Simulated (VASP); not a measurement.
Wanted: the native input for a VASP 6.6.1 run.

```
Task                   : single point
Functional             : PBEsol
Potentials or basis    : VASP PAW PBE potentials, release 64 (Al, Ru_pv)
Cutoff                 : 520 eV
k mesh                 : 18 × 18 × 18
Occupations            : gaussian, width 0.1 eV
Spin                   : no spin polarisation
Dipole correction      : no
Further INCAR settings : ALGO = Fast; EDIFF = 1e-07; NBANDS = 16
```

The structure of AlRu lies in POSCAR:

```
AlRu
1.0
    3.1102486050      0.0000000000      0.0000000000
    0.0000000000      2.9355801310      0.0000000000
    0.0000000000      0.0000000000      2.9355801310
Al Ru
1 1
Direct
    0.0000000000      0.0000000000      0.0000000000
    0.5000000000      0.5000000000      0.5000000000
```

This cell differs from its parent crystal: uniaxial strain along a: +4.5 %, then relaxed in part.

These files were run (other wordings do the same):

INCAR

```
PREC     = Accurate       # precision mode
ENCUT    = 520            # plane-wave cutoff, eV
EDIFF    = 1E-7           # SCF threshold, eV
ISMEAR   = 0              # smearing method
SIGMA    = 0.1            # smearing width, eV
LREAL    = F              # projectors in reciprocal space
LASPH    = T              # aspherical terms in the spheres
NELM     = 80             # most SCF steps
ALGO     = Fast           # electronic algorithm
ISIF     = 2              # what is computed and relaxed
LWAVE    = F              # write WAVECAR
LCHARG   = T              # write CHGCAR
GGA      = PS             # functional
LELF     = T              # ELF
LVHAR    = T            
NBANDS   = 16             # bands
```

KPOINTS

```
Automatic mesh
0
Gamma
  18 18 18
```

Potentials or basis: VASP PAW PBE potentials, release 64 (Al, Ru_pv).

The run is started by

```sh
$ cat potpaw_PBE.64/Al/POTCAR potpaw_PBE.64/Ru_pv/POTCAR > POTCAR
$ mpirun -np 1 vasp_std > vasp.out
```

It gave:

```json
{
 "Pressure": "-3.1 GPa",
 "Band gap on the k mesh": "zero (an odd number of electrons rules out a gap without spin polarisation)"
}
```

Caveat: the cell differs from its parent crystal (uniaxial strain along a: +4.5 %, then relaxed in part); the stress differs along the axes, from -10 to 0 GPa; the PAW data sets were made with another functional, which shifts forces and pressure a little.

Wall time 6.1 min on 1 thread of AMD EPYC 7R13, on a shared host, peak memory 0.3 GiB.
